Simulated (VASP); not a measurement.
A run of VASP 6.6.1:

Contents of INCAR:

```
SYSTEM = Li
PREC = Accurate
ENCUT = 520
EDIFF = 1E-6
ISMEAR = -1
SIGMA = 0.1
LREAL = .False.
LASPH = .True.
NELM = 100
ALGO = Normal
ISIF = 2
LWAVE = .False.
LCHARG = .False.
GGA = PS
NBANDS = 10
```

KPOINTS

```
regular mesh
0
Gamma
  14 14 8
  0 0 0
```

File POSCAR:

```
Li
1.0
    2.6887112712      0.0000000000      0.0000000000
   -1.3443556356      2.3284922643      0.0000000000
    0.0000000000      0.0000000000      4.3954282228
Li
2
Direct
    0.3333333333      0.6666666667      0.2500000000
    0.6666666667      0.3333333333      0.7500000000
```

Potentials or basis: VASP PAW PBE potentials, release 64 (Li_sv).

Launch:

```console
$ cat potpaw_PBE.64/Li_sv/POTCAR > POTCAR
$ mpirun -np 1 vasp_std > vasp.out
```

Hardware: 1 thread of Intel(R) Xeon(R) 6975P-C (Granite Rapids), on a shared host.

Question: Estimate the wall time of this run.

Answer: It took 9.6 s on 1 thread of Intel(R) Xeon(R) 6975P-C (Granite Rapids), on a shared host, peak memory 0.14 GiB. Counts: scf iterations 12, k points 120.
